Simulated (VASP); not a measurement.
# SnO2 in VASP: a series of runs

Runs on SnO2. Level: PBE. Tasks: single point.

Everything below comes from runs of VASP 6.6.1. Logs are shortened: lines on timing, memory, paths and dates and some standing lists are left out, and cuts for length are marked.

### Step 1. The cell of the first run

Symmetry: C2, No. 5, monoclinic system. Conventional cell: a = 5.601 Å, b = 3.234 Å, c = 5.261 Å, α = 90.00°, β = 110.79°, γ = 90.00°. Sn (site symmetry 2) has 6 O at 2.05 to 2.20 Å within 2.7 Å. Within 2.7 Å of O (site symmetry 1) lie 3 Sn at 2.05 to 2.20 Å.

### Step 2. Single point, PBE (mode 4 frozen in at -0.079 Å and mode 5 at +0.000 Å (largest displacements))

Contents of INCAR:

```
SYSTEM = SnO2
PREC = Accurate ; ENCUT = 520
EDIFF = 1E-6 ; ISMEAR = 0
SIGMA = 0.05 ; LREAL = .FALSE.
LASPH = .TRUE. ; NELM = 60
ALGO = Normal ; ISIF = 2
LWAVE = .FALSE. ; LCHARG = .FALSE.
GGA = PE ; NBANDS = 20
```

Contents of KPOINTS:

```
Automatic mesh
0
G
  12 12 12
  0 0 0
```

Contents of POSCAR:

```
SnO2
1.0
    1.6167660720      0.9334403269      4.9182553763
   -1.6167660720      0.9334403269      4.9182553763
    0.0000000000     -1.8668806537      4.9182553763
Sn O
1 2
Direct
    0.5065604417      0.4934395583      0.5000000000
    0.2105439645      0.2592213839      0.2348826742
    0.7407786161      0.7894560355      0.7651173258
```

Potentials or basis: VASP PAW PBE potentials, release 64 (Sn_d, O).

The run is started by

```
$ cat potpaw_PBE.64/Sn_d/POTCAR potpaw_PBE.64/O/POTCAR > POTCAR
$ mpirun -np 1 vasp_std > vasp.out
```

OUTCAR:

```text
SYSTEM = SnO2
   PREC = Accurate
   ENCUT = 520
   EDIFF = 1E-6
   ISMEAR = 0
   LREAL = .FALSE.
   LASPH = .TRUE.
   NELM = 60
   ISIF = 2
   GGA = PE

 ion  position               nearest neighbor table
   1  0.507  0.493  0.500-   2 2.05   3 2.05   3 2.12   2 2.12   2 2.20   3 2.20
   2  0.211  0.259  0.235-   1 2.05   1 2.12   1 2.20
   3  0.741  0.789  0.765-   1 2.05   1 2.12   1 2.20

  LATTYP: Found a trigonal (rhomboedric) cell.
 ALAT       =     5.2606538873
 COS(alpha) =     0.8110943660

  Lattice vectors:

 A1 = (   1.6167660720,   0.9334403269,   4.9182553763)
 A2 = (  -1.6167660720,   0.9334403269,   4.9182553763)
 A3 = (   0.0000000000,  -1.8668806537,   4.9182553763)

Analysis of symmetry for initial positions (statically):
=====================================================================
 Subroutine PRICEL returns:
 Original cell was already a primitive cell.

 Routine SETGRP: Setting up the symmetry group for a
 trigonal (rhombohedral) supercell.

 Subroutine GETGRP returns: Found  2 space group operations
 (whereof  2 operations were pure point group operations)
 out of a pool of 12 trial point group operations.

The static configuration has the point symmetry C_2 .

Analysis of symmetry for dynamics (positions and initial velocities):
=====================================================================
 Subroutine PRICEL returns:
 Original cell was already a primitive cell.

 Routine SETGRP: Setting up the symmetry group for a
 trigonal (rhombohedral) supercell.

 Subroutine GETGRP returns: Found  2 space group operations
 (whereof  2 operations were pure point group operations)
 out of a pool of 12 trial point group operations.

The dynamic configuration has the point symmetry C_2 .

 Subroutine INISYM returns: Found  2 space group operations
 (whereof  2 operations are pure point group operations),
 and found     1 'primitive' translations

----------------------------------------------------------------------------------------

                                     Primitive cell

  volume of cell :      44.5344

  direct lattice vectors                    reciprocal lattice vectors
     1.616766072  0.933440327  4.918255376     0.309259335  0.178550960  0.067774710
    -1.616766072  0.933440327  4.918255376    -0.309259335  0.178550960  0.067774710
     0.000000000 -1.866880654  4.918255376     0.000000000 -0.357101920  0.067774710

  length of vectors
     5.260653887  5.260653887  5.260653887     0.363476537  0.363476537  0.363476537

  position of ions in fractional coordinates (direct lattice)
     0.506560442  0.493439558  0.500000000
     0.210543964  0.259221384  0.234882674
     0.740778616  0.789456036  0.765117326

  ion indices of the primitive-cell ions
   primitive index   ion index
                 1           1
                 2           2
                 3           3

----------------------------------------------------------------------------------------

 KPOINTS: Automatic mesh

Automatic generation of k-mesh.
 Grid dimensions read from file:
 generate k-points for:   12   12   12

 Generating k-lattice:

  Cartesian coordinates                     Fractional coordinates (reciprocal lattice)
     0.025771611  0.014879247  0.005647893     0.083333333 -0.000000000  0.000000000
    -0.025771611  0.014879247  0.005647893    -0.000000000  0.083333333  0.000000000
     0.000000000 -0.029758493  0.005647893    -0.000000000 -0.000000000  0.083333333

  Length of vectors
     0.030289711  0.030289711  0.030289711

  Shift w.r.t. Gamma in fractional coordinates (k-lattice)
     0.000000000  0.000000000  0.000000000

 Subroutine IBZKPT returns following result:
 ===========================================

 Found    476 irreducible k-points:

 Following reciprocal coordinates:
            Coordinates               Weight
  0.000000  0.000000  0.000000      1.000000
  0.083333  0.000000  0.000000      4.000000
  0.000000  0.000000  0.083333      2.000000
  0.166667 -0.000000  0.000000      4.000000
  0.000000  0.000000  0.166667      2.000000
  0.250000 -0.000000  0.000000      4.000000
[... 16 lines left out ...]
 -0.333333  0.000000 -0.083333      4.000000
  0.083333  0.000000  0.333333      4.000000
 [... further k-points ...]
   k-points           NKPTS =    476   k-points in BZ     NKDIM =    476   number of bands    NBANDS=     20
   number of dos      NEDOS =    301   number of ions     NIONS =      3
   total plane-waves  NPLWV =  64000
   dimension x,y,z NGX =    40 NGY =   40 NGZ =   40
   dimension x,y,z NGXF=    80 NGYF=   80 NGZF=   80
   ions per type =               1   2
   NGX,Y,Z   is equivalent  to a cutoff of  12.64, 12.64, 12.64 a.u.
   NGXF,Y,Z  is equivalent  to a cutoff of  25.28, 25.28, 25.28 a.u.
 SYSTEM =  SnO2
   PREC   = accura    normal or accurate (medium, high low for compatibility)
   ISTART =      0    job   : 0-new  1-cont  2-samecut
   ICHARG =      2    charge: 1-file 2-atom 10-const
   ISPIN  =      1    spin polarized calculation?
   LNONCOLLINEAR =      F non collinear calculations
   LSORBIT =      F    spin-orbit coupling
   LASPH  =      T    aspherical Exc in radial PAW
   ENCUT  =  520.0 eV  38.22 Ry    6.18 a.u.   9.78  9.78  9.78*2*pi/ulx,y,z
   NELM   =     60;   NELMIN=  2; NELMDL= -5     # of ELM steps
   EDIFF  = 0.1E-05   stopping-criterion for ELM
   LREAL  =      F    real-space projection
   EDIFFG = 0.1E-04   stopping-criterion for IOM
   NSW    =      0    number of steps for IOM
   IBRION =     -1    ionic relax: 0-MD 1-quasi-New 2-CG
   NFREE  =      0    steps in history (QN), initial steepest desc. (CG)
   ISIF   =      2    stress and relaxation
   ISYM   =      2    0-nonsym 1-usesym 2-fastsym
   POTIM  = 0.5000    time-step for ionic-motion
   TEBEG  =    0.0;   TEEND  =   0.0 temperature during run
   PSTRESS=    0.0 pullay stress
   NELECT =      26.0000    total number of electrons
   NUPDOWN=      -1.0000    fix difference up-down
   EMIN   =  10.00;   EMAX   =-10.00  energy-range for DOS
   EFERMI =   0.00;   METHOD = LEGACY
   ISMEAR =     0;   SIGMA  =   0.05  broadening in eV -4-tet -1-fermi 0-gaus
   EFERMI_NEDOS =   21; number of points for ismear=-14 and -15
   IALGO  =     38    algorithm
   IMIX   =      4    mixing-type and parameters
     AMIX     =   0.40;   BMIX     =  1.00
     AMIX_MAG =   1.60;   BMIX_MAG =  1.00
  volume/ion in A,a.u.               =      14.84       100.18
  Fermi-wavevector in a.u.,A,eV,Ry     =   1.368256  2.585628 25.471788  1.872124
  Thomas-Fermi vector in A             =   2.494236
   LORBIT       =      0    0 simple, 1 ext, 2 COOP (PROOUT), +10 PAW based schemes
   GGA     = PE    functional components
   LHFCALC =     F    Hartree Fock is set to
   AEXX    =    0.0000 exact exchange contribution
   IVDW    =     0    specifies the selected vdW correction
   LEPSILON=     F    determine dielectric tensor
   LRPA    =     F    only Hartree local field effects (RPA)
 non-spin polarized calculation
 Gauss-broadening in eV      SIGMA  =   0.05
  energy-cutoff  :      520.00
  volume of cell :       44.53
 maximum number of plane-waves:      1218
   NGX = 19   NGY = 19   NGZ = 19

 number of electron      26.0000000 magnetization

 Free energy of the ion-electron system (eV)
  ---------------------------------------------------
  ext. energy  EPLUGINS =         0.00000000
  ---------------------------------------------------
  free energy    TOTEN  =       -18.13100542 eV

  energy without entropy =      -18.13100542  energy(sigma->0) =      -18.13100542

 E-fermi :   3.2067     XC(G=0):  -9.8121

 val. band max:        2.9989337319   @ k =  -0.1667   0.2500   0.0833
 cond. band min:       4.9947414571   @ k =   0.0000   0.0000   0.0000
 fundamental gap:      1.9958077252
 Fermi energy:         3.2067170470

 k-point     1 :       0.0000    0.0000    0.0000
  band No.  band energies     occupation
      1     -16.9861      2.00000
      2     -16.8125      2.00000
      3     -16.7656      2.00000
      4     -16.5917      2.00000
      5     -16.5849      2.00000
      6     -14.9295      2.00000
[... 12 lines left out ...]
     19      19.8591      0.00000
     20      20.1899      0.00000

 k-point     2 :       0.0833    0.0000    0.0000
  band No.  band energies     occupation
      1     -16.9613      2.00000
      2     -16.8628      2.00000
      3     -16.7542      2.00000
      4     -16.6028      2.00000
      5     -16.5858      2.00000
      6     -14.8811      2.00000
[... 12 lines left out ...]
     19      18.5515      0.00000
     20      20.2142      0.00000

 k-point     3 :       0.0000    0.0000    0.0833
  band No.  band energies     occupation
      1     -16.9622      2.00000
      2     -16.8545      2.00000
      3     -16.7617      2.00000
      4     -16.5981      2.00000
      5     -16.5909      2.00000
      6     -14.8797      2.00000
[... 12 lines left out ...]
     19      18.5729      0.00000
     20      20.1679      0.00000

 k-point     4 :       0.1667   -0.0000    0.0000
  band No.  band energies     occupation
      1     -17.0352      2.00000
      2     -16.8676      2.00000
      3     -16.7207      2.00000
      4     -16.6252      2.00000
      5     -16.5805      2.00000
      6     -14.7302      2.00000
[... 12 lines left out ...]
     19      17.2622      0.00000
     20      20.3659      0.00000

 k-point     5 :       0.0000    0.0000    0.1667
  band No.  band energies     occupation
      1     -17.0229      2.00000
      2     -16.8744      2.00000
      3     -16.7270      2.00000
      4     -16.6225      2.00000
      5     -16.5847      2.00000
      6     -14.7240      2.00000
[... 12 lines left out ...]
     19      17.2930      0.00000
     20      20.3173      0.00000
[... 353 lines left out ...]
      6     -14.5532      2.00000
[... 12 lines left out ...]
     19      16.7764      0.00000
     20      19.6453      0.00000

 k-point    22 :       0.3333    0.0833    0.0000
  band No.  band energies     occupation
      1     -17.3072      2.00000
      2     -16.8024      2.00000
      3     -16.6849      2.00000
      4     -16.6305      2.00000
      5     -16.5285      2.00000
      6     -14.2471      2.00000
[... 12 lines left out ...]
     19      16.2342      0.00000
     20      18.6623      0.00000

 k-point    23 :      -0.3333    0.0000   -0.0833
  band No.  band energies     occupation
      1     -17.3112      2.00000
      2     -16.7972      2.00000
      3     -16.6831      2.00000
      4     -16.6338      2.00000
      5     -16.5266      2.00000
      6     -14.2535      2.00000
[... 12 lines left out ...]
     19      16.2320      0.00000
     20      18.6495      0.00000

 k-point    24 :       0.0833    0.0000    0.3333
  band No.  band energies     occupation
      1     -17.2945      2.00000
      2     -16.8176      2.00000
      3     -16.6835      2.00000
      4     -16.6313      2.00000
      5     -16.5312      2.00000
      6     -14.2335      2.00000
[... 12 lines left out ...]
     19      16.3061      0.00000
     20      18.6492      0.00000

 [... further k-points ...]
[... 5 lines left out ...]
  --------------------------------------------------------------------------------------
  -------------------------------------------------------------------------------------
  Total        0.6405219      0.3724181      0.2978444      0.0000000      0.2763736      0.0000000
  in kB       23.0435029     13.3981641     10.7152891      0.0000000      9.9428539      0.0000000
  external PRESSURE =      15.7189854 kB  Pullay stress =       0.0000000 kB

 VOLUME and BASIS-vectors are now :
 -----------------------------------------------------------------------------
  energy-cutoff  :      520.00
  volume of cell :       44.53
      direct lattice vectors                 reciprocal lattice vectors
     1.616766072  0.933440327  4.918255376     0.309259335  0.178550960  0.067774710
    -1.616766072  0.933440327  4.918255376    -0.309259335  0.178550960  0.067774710
     0.000000000 -1.866880654  4.918255376     0.000000000 -0.357101920  0.067774710

 POSITION                                       TOTAL-FORCE (eV/Angst)
 -----------------------------------------------------------------------------------
      0.02121      0.00000      7.37738        -1.414198     -0.000000      0.000000
     -0.07870      0.00000      3.46564         0.707099      0.137722      0.173184
     -0.07870      0.00000     11.28913         0.707099     -0.137722     -0.173184
 -----------------------------------------------------------------------------------
    total drift:                               -0.000161      0.000000     -0.000000

  FREE ENERGIE OF THE ION-ELECTRON SYSTEM (eV)
  ---------------------------------------------------
  free  energy   TOTEN  =       -18.1310054203 eV

  energy  without entropy=      -18.1310054203  energy(sigma->0) =      -18.13100542
```

Run time: 16 min. Hardware: 1 thread of Oxide Virtual Turin-like, shared host; peak memory 0.5 GiB.

Results:

- Free energy: -18.1310 eV
- Pressure: 1.6 GPa
- Largest force: 1.414 eV/Å
- Band gap on the k mesh: 2.00 eV, indirect (least direct gap 2.17 eV)

Forces in eV/Å, atoms in the order of the input:
```
Sn  -1.414  0.000  0.000
O    0.707  0.138  0.173
O    0.707 -0.138 -0.173
```

Stress tensor (GPa, compression positive):
```
2.30 0.00 0.00
0.00 1.34 0.99
0.00 0.99 1.07
```

Caveat: the cell differs from its parent crystal (mode 4 frozen in at -0.079 Å and mode 5 at +0.000 Å (largest displacements)); spin-orbit coupling is left out, which moves the levels of the heavy elements; forces of over 1 eV/Å act on the atoms, so gaps and moduli don't describe the material at rest.

### Step 3. Single point, PBE (mode 4 frozen in at +0.000 Å and mode 5 at -0.079 Å (largest displacements))

Contents of INCAR:

```
PREC = Accurate ; ENCUT = 520
EDIFF = 1E-6 ; ISMEAR = 0
SIGMA = 0.05 ; LREAL = F
LASPH = T ; NELM = 80
ALGO = Normal ; ISIF = 2
LWAVE = F ; LCHARG = F
GGA = PE ; NBANDS = 20
```

Contents of KPOINTS:

```
regular mesh
0
Gamma
  12 12 12
```

Contents of POSCAR:

```
SnO2
1.0
    1.6167660720      0.9334403269      4.9182553763
   -1.6167660720      0.9334403269      4.9182553763
    0.0000000000     -1.8668806537      4.9182553763
Sn O
1 2
Direct
    0.5037876728      0.5037876728      0.4924246545
    0.2208307136      0.2208307136      0.2629865953
    0.7510653652      0.7510653652      0.7932212469
```

Potentials or basis: VASP PAW PBE potentials, release 64 (Sn_d, O).

The run is started by

```
$ cat potpaw_PBE.64/Sn_d/POTCAR potpaw_PBE.64/O/POTCAR > POTCAR
$ mpirun -np 1 vasp_std > vasp.out
```

Run time: 13 min. Hardware: 1 thread of Oxide Virtual Turin-like, shared host; peak memory 0.5 GiB.

It converged, with:

* Free energy: -18.1310 eV
* Pressure: 1.6 GPa
* Largest force: 1.415 eV/Å
* Band gap on the k mesh: 2.00 eV, indirect (least direct gap 2.17 eV)

Forces on the atoms (eV/Å):
```
Sn   0.000 -1.414  0.029
O    0.000  0.569  0.159
O    0.000  0.845 -0.188
```

Stress tensor (GPa, compression positive):
```
 1.32  0.00  0.00
 0.00  2.31 -1.00
 0.00 -1.00  1.07
```

Levels at points of the mesh, in eV from the valence-band top:
```
           k point  band 11  band 12  band 13  band 14  band 15  band 16
(0.00, 0.00, 0.00)    -0.84    -0.84    -0.17     2.00     5.79    10.97
(0.50, 0.00, 0.00)    -1.38    -0.54    -0.48     5.32     7.77    10.08
(0.00, 0.00, 0.50)    -1.37    -0.55    -0.47     5.34     7.74    10.09
(0.50, 0.50, 0.00)    -1.12    -0.44    -0.04     5.13     7.00    10.73
(0.50, 0.00, 0.50)    -1.13    -0.44    -0.05     5.11     7.02    10.73
(0.50, 0.50, 0.50)    -1.16    -0.81    -0.81     3.09     5.68    11.26
```

Caveat: the cell differs from its parent crystal (mode 4 frozen in at +0.000 Å and mode 5 at -0.079 Å (largest displacements)); spin-orbit coupling is left out, which moves the levels of the heavy elements; forces of over 1 eV/Å act on the atoms, so gaps and moduli don't describe the material at rest.
